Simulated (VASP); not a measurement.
## TaN: single point with LDA

Crystal: TaN.

```
Ta N
1.0
     0.00000    2.17384    2.17384
     2.17384    0.00000    2.17384
     2.17384    2.17384    0.00000
Ta N
1 1
Cartesian
  2.1880 2.1738 2.1880
  -0.1830 0.0000 -0.1830
```

This cell differs from its parent crystal: mode 4 frozen in at -0.183 Å and mode 6 at -0.183 Å (largest displacements).

```yaml
Program: VASP 6.6.1
Task: single point
Functional: LDA
Potentials_or_basis: VASP PAW LDA potentials, release 64 (Ta_sv_GW, N)
Cutoff: 600 eV
k_mesh: 18 × 18 × 18
Occupations: gaussian, width 0.15 eV
Spin: no spin polarisation
Dipole_correction: no
Second_run: valence_matched
Further_INCAR_settings: ALGO = Normal; EDIFF = 1e-06; NBANDS = 16
```

- Pressure: 15.7 GPa
- Largest force: 3.178 eV/Å
- Band gap on the k mesh: zero (band 9 reaches 15.59 eV, above the bottom of band 10 at 12.49 eV)

Forces on the atoms (eV/Å):
```
Ta  -2.247  0.000 -2.247
N    2.247  0.000  2.247
```

Stress tensor (GPa, compression positive):
```
22.89  0.00 -6.64
 0.00  1.41  0.00
-6.64  0.00 22.89
```

Levels at points of the mesh, in eV from the Fermi level:
```tsv
k point	band 6	band 7	band 8	band 9	band 10	band 11	band 12	band 13
(0.00, 0.00, 0.00)	-5.22	-4.96	-4.80	-2.04	-0.85	-0.42	1.14	1.80
(0.50, 0.00, 0.00)	-10.38	-7.50	-7.13	1.57	1.65	2.54	3.46	6.95
(0.00, 0.50, 0.00)	-10.23	-7.79	-7.60	1.75	2.04	2.72	4.29	7.86
(0.50, 0.50, 0.00)	-6.64	-6.34	-4.65	-3.20	2.75	3.86	3.95	4.41
(0.50, 0.00, 0.50)	-7.18	-6.48	-4.90	-2.35	3.01	3.95	3.96	4.57
```

Run time: 3.1 min on 1 thread of Intel(R) Xeon(R) 6975P-C (Granite Rapids), with other jobs on the host, peak memory 0.48 GiB.

Caveat: the cell differs from its parent crystal (mode 4 frozen in at -0.183 Å and mode 6 at -0.183 Å (largest displacements)); spin-orbit coupling is left out, which moves the levels of the heavy elements; forces of over 1 eV/Å act on the atoms, so gaps and moduli don't describe the material at rest.
